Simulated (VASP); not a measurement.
# Mg7Se in VASP: notebook, part 2 of 2

VASP 6.6.1. Earlier steps stand in the parts before.

## (3) Single point, PBE

The input, INCAR:

```
PREC = Accurate
ENCUT = 520
EDIFF = 1E-6
ISMEAR = 0
SIGMA = 0.1
LREAL = False
LASPH = True
NELM = 80
ALGO = Normal
ISIF = 2
LWAVE = False
LCHARG = False
GGA = PE
NBANDS = 20
```

The input, KPOINTS:

```
regular mesh
0
Gamma
  10 10 2
```

The input, POSCAR:

```
Mg7Se
1.0
    3.0436245173     -1.7572926952      0.0059597835
    3.0436245173      1.7572926952      0.0059597835
   -0.0332259306      0.0000000000     18.1059414164
Mg Se
7 1
Direct
    0.6666568995      0.6666568995      0.3651650871
    0.0000000000      0.0000000000      0.5000000000
    0.3333431005      0.3333431005      0.6348349129
    0.3334037614      0.3334037614      0.9058161101
    1.0000679925      1.0000679925      0.7702185014
    0.6665962386      0.6665962386      0.0941838899
   -0.0000679925     -0.0000679925      0.2297814986
    0.0000000000      0.0000000000      0.0000000000
```

Potentials or basis: VASP PAW PBE potentials, release 64 (Mg, Se).

The run is started by

```
cat potpaw_PBE.64/Mg/POTCAR potpaw_PBE.64/Se/POTCAR > POTCAR
mpirun -np 1 vasp_std > vasp.out
```

OUTCAR:

```text
PREC = Accurate
   ENCUT = 520
   EDIFF = 1E-6
   ISMEAR = 0
   LREAL = False
   LASPH = True
   NELM = 80
   ISIF = 2
   GGA = PE

 ion  position               nearest neighbor table
   1  0.667  0.667  0.365-   2 3.17   2 3.17   2 3.17   7 3.18   7 3.18   7 3.18
   2  0.000  0.000  0.500-   1 3.17   1 3.17   3 3.17   3 3.17   1 3.17   3 3.17
   3  0.333  0.333  0.635-   2 3.17   2 3.17   2 3.17   5 3.18   5 3.18   5 3.18
   4  0.333  0.333  0.906-   8 2.65   8 2.65   8 2.65   5 3.19   5 3.19   5 3.19
   5  0.000  0.000  0.770-   3 3.18   3 3.18   3 3.18   4 3.19   4 3.19   4 3.19
   6  0.667  0.667  0.094-   8 2.65   8 2.65   8 2.65   7 3.19   7 3.19   7 3.19
   7  1.000  1.000  0.230-   1 3.18   1 3.18   1 3.18   6 3.19   6 3.19   6 3.19
   8  0.000  0.000  0.000-   6 2.65   6 2.65   4 2.65   4 2.65   4 2.65   6 2.65

  LATTYP: Found a base centered monoclinic cell.
 ALAT       =     6.0872607046
 B/A-ratio  =     0.5773673186
 C/A-ratio  =     2.9744038873
 COS(beta)  =    -0.0001230356

  Lattice vectors:

 A1 = (  -3.0436245173,   1.7572926952,  -0.0059597835)
 A2 = (  -3.0436245173,  -1.7572926952,  -0.0059597835)
 A3 = (  -0.0332259306,   0.0000000000,  18.1059414164)

Analysis of symmetry for initial positions (statically):
=====================================================================
 Subroutine PRICEL returns:
 Original cell was already a primitive cell.

 Routine SETGRP: Setting up the symmetry group for a
 base centered monoclinic supercell.

 Subroutine GETGRP returns: Found  4 space group operations
 (whereof  4 operations were pure point group operations)
 out of a pool of  4 trial point group operations.

The static configuration has the point symmetry C_2h.

Analysis of symmetry for dynamics (positions and initial velocities):
=====================================================================
 Subroutine PRICEL returns:
 Original cell was already a primitive cell.

 Routine SETGRP: Setting up the symmetry group for a
[... 139 lines left out ...]
  volume/ion in A,a.u.               =      24.21       163.38
  Fermi-wavevector in a.u.,A,eV,Ry     =   0.768049  1.451402  8.026065  0.589899
  Thomas-Fermi vector in A             =   1.868738
   LORBIT       =      0    0 simple, 1 ext, 2 COOP (PROOUT), +10 PAW based schemes
   GGA     = PE    functional components
   LHFCALC =     F    Hartree Fock is set to
   AEXX    =    0.0000 exact exchange contribution
   IVDW    =     0    specifies the selected vdW correction
   LEPSILON=     F    determine dielectric tensor
   LRPA    =     F    only Hartree local field effects (RPA)
 non-spin polarized calculation
 Gauss-broadening in eV      SIGMA  =   0.10
  energy-cutoff  :      520.00
  volume of cell :      193.68
 maximum number of plane-waves:      5288
 NGX is ok and might be reduce to    28
   NGX = 13   NGY = 13   NGZ = 67

 number of electron      20.0000001 magnetization

 Free energy of the ion-electron system (eV)
  ---------------------------------------------------
  ext. energy  EPLUGINS =         0.00000000
  ---------------------------------------------------
  free energy    TOTEN  =       -15.17414082 eV

  energy without entropy =      -15.16109997  energy(sigma->0) =      -15.16762039

 E-fermi :   2.6148     XC(G=0):  -8.4339

 val. band max:        2.6028219939   @ k =   0.3000   0.2000  -0.0000
 cond. band min:       2.6844299607   @ k =  -0.3000   0.3000   0.5000
 fundamental gap:      0.0816079668
 Fermi energy:         2.6147935323

 k-point     1 :       0.0000    0.0000    0.0000
  band No.  band energies     occupation
      1     -11.6869      2.00000
      2      -4.0403      2.00000
      3      -3.6166      2.00000
      4      -2.8346      2.00000
      5      -2.5598      2.00000
      6      -0.8477      2.00000
[... 541 lines left out ...]
     19       6.6194      0.00000
     20       6.9601      0.00000

 [... further k-points ...]
[... 5 lines left out ...]
  --------------------------------------------------------------------------------------
  -------------------------------------------------------------------------------------
  Total       -0.0985873     -0.0983810     -0.1550388      0.0000000      0.0000000     -0.0014583
  in kB       -0.8155370     -0.8138307     -1.2825169      0.0000000      0.0000000     -0.0120634
  external PRESSURE =      -0.9706282 kB  Pullay stress =       0.0000000 kB

 VOLUME and BASIS-vectors are now :
 -----------------------------------------------------------------------------
  energy-cutoff  :      520.00
  volume of cell :      193.68
      direct lattice vectors                 reciprocal lattice vectors
     3.043624517 -1.757292695  0.005959784     0.164277230 -0.284528583  0.000301463
     3.043624517  1.757292695  0.005959784     0.164277230  0.284528583  0.000301463
    -0.033225931  0.000000000 18.105941416    -0.000108148  0.000000000  0.055230291

 POSITION                                       TOTAL-FORCE (eV/Angst)
 -----------------------------------------------------------------------------------
      4.04597      0.00000      6.61960        -0.000148      0.000000      0.000801
     -0.01661      0.00000      9.05297         0.000000      0.000000     -0.000000
      2.00805      0.00000     11.49826         0.000148      0.000000     -0.000801
      1.99942      0.00000     16.40463        -0.000511      0.000000      0.005393
     -0.02518      0.00000     13.94553        -0.000187      0.000000      0.000143
      4.05461      0.00000      1.71323         0.000511      0.000000     -0.005393
      6.07920      0.00000      4.17233         0.000187      0.000000     -0.000143
      0.00000      0.00000      0.00000         0.000000      0.000000     -0.000000
 -----------------------------------------------------------------------------------
    total drift:                               -0.000000     -0.000000      0.000000

  FREE ENERGIE OF THE ION-ELECTRON SYSTEM (eV)
  ---------------------------------------------------
  free  energy   TOTEN  =       -15.1741408189 eV

  energy  without entropy=      -15.1610999655  energy(sigma->0) =      -15.16762039
```

Run time: 2.8 min. Hardware: 1 thread of Intel Xeon 6975P-C (Granite Rapids), shared host; peak memory 0.45 GiB.

What came out:

| Item | Value |
| --- | --- |
| Free energy | -15.1741 eV |
| Pressure | -0.1 GPa |
| Largest force | 0.005 eV/Å |
| Band gap on the k mesh | zero (bands 10 and 11 overlap by 1.11 eV) |

Forces in eV/Å, atoms in the order of the input:
```
Mg   0.000  0.000  0.001
Mg   0.000  0.000  0.000
Mg   0.000  0.000 -0.001
Mg  -0.001  0.000  0.005
Mg   0.000  0.000  0.000
Mg   0.001  0.000 -0.005
Mg   0.000  0.000  0.000
Se   0.000  0.000  0.000
```

Levels at points of the mesh, in eV from the Fermi level:
| k point | band 7 | band 8 | band 9 | band 10 | band 11 | band 12 | band 13 | band 14 |
| --- | --- | --- | --- | --- | --- | --- | --- | --- |
| (0.00, 0.00, 0.00) | -3.12 | -0.89 | -0.62 | -0.62 | 0.31 | 3.24 | 3.56 | 4.85 |
| (0.50, 0.00, 0.00) | -1.95 | -1.76 | -1.23 | -1.21 | -0.58 | 0.07 | 0.56 | 1.02 |
| (0.50, 0.50, 0.00) | -1.95 | -1.76 | -1.23 | -1.21 | -0.58 | 0.07 | 0.56 | 1.02 |
| (0.00, 0.00, 0.50) | -2.16 | -1.77 | -0.62 | -0.62 | 1.37 | 1.77 | 4.47 | 5.28 |
| (0.50, 0.00, 0.50) | -1.91 | -1.78 | -1.49 | -0.79 | -0.60 | -0.03 | 0.19 | 1.24 |
| (0.50, 0.50, 0.50) | -1.91 | -1.78 | -1.49 | -0.79 | -0.60 | -0.03 | 0.19 | 1.24 |
